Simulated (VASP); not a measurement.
# Sr7O8 (a cell with a defect): single point with PBE

The system is Sr7O8 (a cell with a defect).

```
Sr O
1.0
     0.00000    5.19478   -5.19478
     5.19478    5.19478    0.00000
     5.19478    0.00000   -5.19478
Sr O
7 8
Cartesian
  5.1948 2.5974 -2.5974
  2.5974 2.5974 -5.1948
  5.1948 5.1948 -5.1948
  5.1948 0.0000 -5.1948
  7.7922 2.5974 -5.1948
  5.1948 2.5974 -7.7922
  7.7922 5.1948 -7.7922
  5.0227 5.1948 -2.5974
  2.5974 2.7695 -2.5974
  5.1948 7.7922 -5.1948
  2.5974 5.1948 -5.0227
  7.7922 5.1948 -5.3669
  5.1948 2.5974 -5.1948
  7.7922 7.6201 -7.7922
  5.3669 5.1948 -7.7922
```

* Program: VASP 6.6.1
* Task: single point
* Functional: PBE
* Potentials or basis: VASP PAW PBE potentials, release 64 (Sr_sv, O)
* Cutoff: 520 eV
* k mesh: 4 × 4 × 4
* Occupations: gaussian, width 0.05 eV
* Spin: no spin polarisation
* Dipole correction: no
* Further INCAR settings: LREAL = Auto; ALGO = Normal; EDIFF = 1e-06; NBANDS = 72

| Item | Value |
| --- | --- |
| Pressure | 0.4 GPa |
| Largest force | 0.041 eV/Å |
| Band gap on the k mesh | zero (band 59 reaches 0.60 eV, above the bottom of band 60 at 0.46 eV) |

Forces in eV/Å, atoms in the order of the input:
```
Sr   0.000  0.000  0.000
Sr   0.000  0.000  0.000
Sr   0.000  0.000  0.000
Sr   0.000  0.000  0.000
Sr   0.000  0.000  0.000
Sr   0.000  0.000  0.000
Sr   0.000  0.000  0.000
O    0.041  0.000  0.000
O    0.000 -0.041  0.000
O    0.000  0.000  0.000
O    0.000  0.000 -0.041
O    0.000  0.000  0.041
O    0.000  0.000  0.000
O    0.000  0.041  0.000
O   -0.041  0.000  0.000
```

Levels at points of the mesh, in eV from the Fermi level:
```csv
k point,band 56,band 57,band 58,band 59,band 60,band 61
"(0.00, 0.00, 0.00)",-0.01,-0.01,0.07,0.07,0.07,4.17
"(0.50, 0.00, 0.00)",-0.50,-0.48,-0.48,0.07,0.07,5.35
"(0.50, 0.50, 0.00)",-0.22,-0.05,-0.05,-0.04,-0.04,4.69
```

It took 4 min on 1 thread of Intel(R) Xeon(R) 6975P-C (Granite Rapids) (shared host), peak memory 0.45 GiB.
